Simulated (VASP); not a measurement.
A run of VASP 6.6.1 is set up as follows.

Contents of INCAR:

```
SYSTEM = ZrS2
PREC = Accurate
ENCUT = 500
EDIFF = 1E-8
ISMEAR = 0
SIGMA = 0.01
LREAL = .False.
LASPH = .True.
NELM = 120
ALGO = Normal
ISIF = 2
LWAVE = .False.
LCHARG = .False.
GGA = PE
IVDW = 12
IBRION = 6
NFREE = 2
POTIM = 0.015
NSW = 1
GGA_COMPAT = .False.
```

Contents of KPOINTS:

```
Automatic mesh
0
Gamma
  12 12 8
  0 0 0
```

The input POSCAR:

```
ZrS2
1.0
    3.5853956039      0.0000000000      0.0000000000
   -1.7926978019      3.1050436756      0.0000000000
    0.0000000000      0.0000000000      5.5011647195
Zr S
1 2
Direct
    0.0000000000      0.0000000000      0.0000000000
    0.3333333333      0.6666666667      0.2672470287
    0.6666666667      0.3333333333      0.7327529713
```

Potentials or basis: VASP PAW PBE potentials, release 64 (Zr_sv, S).

Run with:

```bash
$ cat potpaw_PBE.64/Zr_sv/POTCAR potpaw_PBE.64/S/POTCAR > POTCAR
$ mpirun -np 1 vasp_std > vasp.out
```

Task: Estimate the highest phonon frequency at Γ, LO-TO splitting left out.

Result: 339 cm⁻¹.

Task: Predict the dispersion energy per atom.

Result: -0.391 eV.

Phonon frequencies in cm⁻¹ (negative: imaginary):
| q point | frequencies |
| --- | --- |
| (0.000, 0.000, 0.000) | 0 0 0 169 169 257 257 335 339 |

Caveat: the cell stands under pressure or tension, which shifts response properties.
